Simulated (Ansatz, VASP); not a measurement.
Al3BiO in VASP and in Ansatz

```
Al Bi O
1.0
     4.50322    0.00000    0.00000
     0.00000    4.50322    0.00000
     0.00000    0.00000    4.50322
Al Bi O
3 1 1
Direct
  0.50000 0.00000 0.00000
  0.00000 0.50000 0.00000
  0.00000 0.00000 0.50000
  0.50000 0.50000 0.50000
  0.00000 0.00000 0.00000
```

Alike in both runs: functional PBE; k mesh 4 × 4 × 4; occupations gaussian, width 0.1 eV; no spin polarisation.

Ansatz relaxed the structure, and its values are those at the end. VASP's run is a single point on that final structure, the one shown.

```csv
,VASP,Ansatz
version,VASP 6.6.1,Ansatz 0.2.0
potentials or method,"VASP PAW PBE potentials, release 64 (Al, Bi_d, O), cutoff 520 eV","scalar-relativistic, plane waves, PAW"
valence electrons in the cell,30,30
```

```tsv
	VASP	Ansatz	Ansatz less VASP
gap on the k mesh at the Fermi level (eV)	none	none	-
pressure (GPa)	-0.3	-0.3	+0.04
```

A gap of «none» marks a metal or a gap that the smearing closes.

Neither program's run includes spin-orbit coupling.
